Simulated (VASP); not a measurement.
# HfN: relaxation of cell and atoms with PBEsol

The system is HfN.

```
Hf N
1.0
     0.00000    2.45500    2.45500
     2.45500    0.00000    2.45500
     2.45500    2.45500    0.00000
Hf N
1 1
Direct
  0.00000 0.00000 0.00000
  0.25000 0.25000 0.25000
```

```json
{"Program": "VASP 6.6.1", "Task": "relaxation of cell and atoms", "Functional": "PBEsol", "Potentials or basis": "VASP PAW PBE potentials, release 64 (Hf_pv, N)", "Cutoff": "600 eV", "k mesh": "6 × 6 × 6", "Occupations": "fermi-dirac, width 0.1 eV", "Spin": "no spin polarisation", "Target pressure": "10 GPa", "Dipole correction": "no", "Further INCAR settings": "ALGO = Normal; EDIFF = 1e-07; IBRION = 2; EDIFFG = -0.01; NSW = 80; ISIF = 3"}
```

* Relaxed volume: 13.73 Å³/atom
* Relaxed cell: a = 3.387 Å, b = 3.387 Å, c = 3.387 Å, α = 60.00°, β = 60.00°, γ = 60.00°
* Space group after relaxing (to 0.1 Å): F-43m (No. 216)
* Energy change on relaxing (the run minimises the enthalpy): +9.4 meV/atom
* Ionic steps: 7
* Pressure after relaxing: 10.0 GPa
* Band gap on the k mesh: zero (an odd number of electrons rules out a gap without spin polarisation)

Step by step:
```csv
step,energy change (eV),largest force (eV/Å),pressure (GPa),volume (Å³)
1,0.0000,0.0000,-6.15,29.59
2,0.7837,0.0000,60.03,23.65
3,0.0125,0.0000,9.06,27.57
4,0.0177,0.0000,9.85,27.48
5,0.0203,0.0000,10.23,27.44
6,0.0162,0.0000,9.62,27.51
7,0.0188,0.0000,10.01,27.47
```

Final structure:
```xyz
2
Lattice="0.0000 2.3947 2.3947 2.3947 0.0000 2.3947 2.3947 2.3947 0.0000" Properties=species:S:1:pos:R:3 pbc="T T T"
Hf    0.0000    0.0000    0.0000
N     1.1974    1.1974    1.1974
```

Levels at points of the mesh, in eV from the Fermi level:
| k point | band 5 | band 6 | band 7 | band 8 | band 9 | band 10 |
| --- | --- | --- | --- | --- | --- | --- |
| (0.00, 0.00, 0.00) | -5.91 | -5.91 | -5.91 | -0.65 | 2.28 | 2.28 |
| (0.50, 0.00, 0.00) | -5.97 | -5.26 | -5.26 | 1.58 | 2.84 | 2.84 |
| (0.50, 0.50, 0.00) | -7.45 | -3.77 | -3.77 | -1.27 | 2.26 | 4.31 |

Wall time 28 s on 1 thread of AMD EPYC 7R13 Processor (Zen 3) (shared host), peak memory 0.14 GiB.

Caveat: the k points lie up to 0.38 Å⁻¹ apart in the final cell, too coarse for converged energies and pressures of a metal; the cell is relaxed towards a set pressure, so the run minimises the enthalpy, not the energy; the PAW data sets were made with another functional, which shifts forces and pressure a little; spin-orbit coupling is left out, which moves the levels of the heavy elements.
